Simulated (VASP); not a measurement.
SiO2:

```
CELL_PARAMETERS angstrom
7.30055 0.00000 0.00000
-3.65028 6.32246 0.00000
0.00000 0.00000 7.00512
ATOMIC_POSITIONS crystal
Si 0.53386 0.76693 0.41667
Si 0.46614 0.23307 0.91667
Si 0.23307 0.46614 0.75000
Si 0.76693 0.23307 0.58333
Si 0.76693 0.53386 0.25000
Si 0.23307 0.76693 0.08333
O 0.61233 0.38767 0.08333
O 0.00000 0.68290 0.16667
O 0.77535 0.38767 0.41667
O 0.68290 0.68290 0.33333
O 0.31710 0.31710 0.83333
O 0.61233 0.22465 0.75000
O 0.22465 0.61233 0.91667
O 0.31710 0.00000 0.00000
O 0.00000 0.31710 0.66667
O 0.38767 0.77535 0.25000
O 0.38767 0.61233 0.58333
O 0.68290 0.00000 0.50000
```

Base run:

* Program: VASP 6.6.1
* Functional: r2SCAN
* Potentials or basis: VASP PAW PBE potentials, release 64 (Si, O)
* Cutoff: 520 eV
* k mesh: 4 × 4 × 3
* Occupations: fermi-dirac, width 0.02 eV
* Spin: no spin polarisation

Its results: band gap on the k mesh 6.38 eV (least direct gap 6.52 eV); pressure 0.2 GPa; largest force 0.009 eV/Å.

Question: The run is repeated on the same cell with these changes: functional from r2SCAN to PBE; k mesh from 4 × 4 × 3 to 5 × 5 × 4. What comes out?

Answer: Band gap on the k mesh 5.72 eV (least direct gap 5.86 eV); pressure 3.6 GPa; largest force 0.170 eV/Å.

Several settings changed at once.

Caveats: the PAW data sets were made with another functional, which shifts forces and pressure a little (at least some runs); the cell stands under pressure (at least some runs).

A k mesh can miss the band edges.
